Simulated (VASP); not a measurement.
Here is a VASP 6.6.1 calculation.

INCAR

```
ALGO = Normal
EDIFF = 1E-6
ENCUT = 520
GGA = PE
ISIF = 2
ISMEAR = 0
LASPH = T
LCHARG = F
LREAL = F
LWAVE = F
NBANDS = 28
NELM = 100
PREC = Accurate
SIGMA = 0.02
```

Contents of KPOINTS:

```
k-points
0
Gamma
  6 6 6
```

The input POSCAR:

```
BaZrO3
1.0
    4.0508222140      0.0000000000      0.0000000000
    0.0000000000      4.0508222140      0.0000000000
    0.0000000000      0.0000000000      4.0508222140
Ba Zr O
1 1 3
Direct
    0.0000000000      0.0000000000      0.0000000000
    0.5000000000      0.5000000000      0.5000000000
    0.0000000000      0.5000000000      0.5000000000
    0.5000000000      0.0000000000      0.5000000000
    0.5000000000      0.5000000000      0.0000000000
```

Potentials or basis: VASP PAW PBE potentials, release 64 (Ba_sv, Zr_sv, O).

Run with:

```sh
$ cat potpaw_PBE.64/Ba_sv/POTCAR potpaw_PBE.64/Zr_sv/POTCAR potpaw_PBE.64/O/POTCAR > POTCAR
$ mpirun -np 1 vasp_std > vasp.out
```

Predict the pressure.

27.0 GPa.

Predict the band gap on the k mesh.

3.39 eV, indirect (least direct gap 3.46 eV).

Caveat: spin-orbit coupling is left out, which moves the levels of the heavy elements. A k mesh can miss the band edges.
